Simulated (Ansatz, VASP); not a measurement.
**Two plane-wave programs on Sn**

```xyz
1
Lattice="-1.7265 1.7755 2.2214 1.7265 -1.7755 2.2214 1.7265 1.7755 -2.2214" Properties=species:S:1:pos:R:3 pbc="T T T"
Sn    0.0000    0.0000    0.0000
```

Change from the starting cell: strain +0.000 along x and y, -0.050 along z, atoms carried along.

Alike in both runs: task single point; functional r2SCAN; k mesh 20 × 20 × 20; occupations gaussian, width 0.15 eV; no spin polarisation.

```csv
,VASP,Ansatz
version,VASP 6.6.1,Ansatz 0.2.0
potentials or method,"VASP PAW PBE potentials, release 64 (Sn_d), cutoff 520 eV","scalar-relativistic, plane waves, PAW"
valence electrons in the cell,14,14
```

|  | VASP | Ansatz | Ansatz less VASP |
| --- | --- | --- | --- |
| gap on the k mesh at the Fermi level (eV) | none | none | - |
| pressure (GPa) | 0.1 | 0.1 | +0.01 |
| traceless stress, the component that is largest in VASP (GPa) | 0.36 | 0.36 | -0.004 |

VASP's potentials were made for PBE, not for r2SCAN. A gap of «none» marks a metal or a gap that the smearing closes.
